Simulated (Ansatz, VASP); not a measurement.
## BiMo: VASP beside Ansatz

The input POSCAR:

```
BiMo
1.0
    0.0000000000      2.8274289403      2.8274289403
    2.8274289403      0.0000000000      2.8274289403
    2.8274289403      2.8274289403      0.0000000000
Mo Bi
1 1
Direct
    0.5000000000      0.5000000000      0.5000000000
    0.0000000000      0.0000000000      0.0000000000
```

Contents of INCAR.step1:

```
SYSTEM = BiMo
ALGO     = Normal         ! electronic algorithm
EDIFF    = 1E-4           ! SCF threshold, eV
ENCUT    = 520            ! plane-wave cutoff, eV
GGA      = PE             ! functional
ISMEAR   = 0              ! smearing method
LASPH    = .TRUE.         ! aspherical terms in the spheres
LCHARG   = .FALSE.        ! write CHGCAR
LREAL    = .FALSE.        ! projectors in reciprocal space
LWAVE    = .TRUE.         ! write WAVECAR
NBANDS   = 22             ! bands
NELM     = 80             ! most SCF steps
PREC     = Accurate       ! precision mode
SIGMA    = 0.05           ! smearing width, eV
```

INCAR.step2

```
SYSTEM = BiMo
ALGO     = Normal         ! electronic algorithm
EDIFF    = 1E-6           ! SCF threshold, eV
ENCUT    = 520            ! plane-wave cutoff, eV
ISIF     = 2              ! what is computed and relaxed
ISMEAR   = 0              ! smearing method
ISTART   = 1            
LASPH    = .TRUE.         ! aspherical terms in the spheres
LCHARG   = .FALSE.        ! write CHGCAR
LMIXTAU  = .TRUE.       
LREAL    = .FALSE.        ! projectors in reciprocal space
LWAVE    = .FALSE.        ! write WAVECAR
METAGGA  = R2SCAN         ! meta-GGA
NBANDS   = 22             ! bands
NELM     = 80             ! most SCF steps
PREC     = Accurate       ! precision mode
SIGMA    = 0.05           ! smearing width, eV
```

Contents of KPOINTS:

```
k-points
0
G
  10 10 10
  0 0 0
```

Input for Ansatz:

```yaml
crystal:
  lattice:
    - [0.0, 2.8274289403, 2.8274289403]
    - [2.8274289403, 0.0, 2.8274289403]
    - [2.8274289403, 2.8274289403, 0.0]
  atoms:
    - { symbol: Mo, position: [0.5, 0.5, 0.5] }
    - { symbol: Bi, position: [0.0, 0.0, 0.0] }
basis:
  ecutwfc: 500
  ecutrho_ratio: 4
kpoints:
  mp_grid: { grid: [10, 10, 10] }
  band_path:
    path:
      - [[0.0, 0.0, 0.0], [0.5, 0.0, 0.5], [0.625, 0.25, 0.625]]
      - [[0.375, 0.375, 0.75], [0.0, 0.0, 0.0], [0.5, 0.5, 0.5], [0.5, 0.25, 0.75], [0.5, 0.0, 0.5]]
    npoints: 14
hamiltonian:
  xc: r2scan
scf:
  occupations: { method: gaussian, width: 0.05 }
  n_extra_bands: 13
output:
  forces: true
  stress: true
  eigenvalues: true
  populations: true
  dos: { projected: true, de: 0.02, nscf_kmesh: { grid: [15, 15, 15] } }
  bader: true
  write_density: true
  write_potential: true
  elf: true
  volumetric_format: npy
```

Alike in both runs: task single point; functional r2SCAN; k mesh 10 × 10 × 10; occupations gaussian, width 0.05 eV; no spin polarisation.

|  | VASP | Ansatz |
| --- | --- | --- |
| version | VASP 6.6.1 | Ansatz 0.2.0 |
| potentials or method | VASP PAW PBE potentials, release 64 (Mo_sv, Bi_d), cutoff 520 eV | scalar-relativistic, plane waves, PAW |
| valence electrons in the cell | 29 | 29 |

|  | VASP | Ansatz | Ansatz less VASP |
| --- | --- | --- | --- |
| gap on the k mesh at the Fermi level (eV) | none | none | - |
| pressure (GPa) | 0.3 | 0.0 | -0.32 |

VASP's potentials were made for PBE, not for r2SCAN. A gap of «none» marks a metal or a gap that the smearing closes. The functional is the same, so the differences come from potentials, cutoffs and numerics.

Spin-orbit coupling is off throughout.
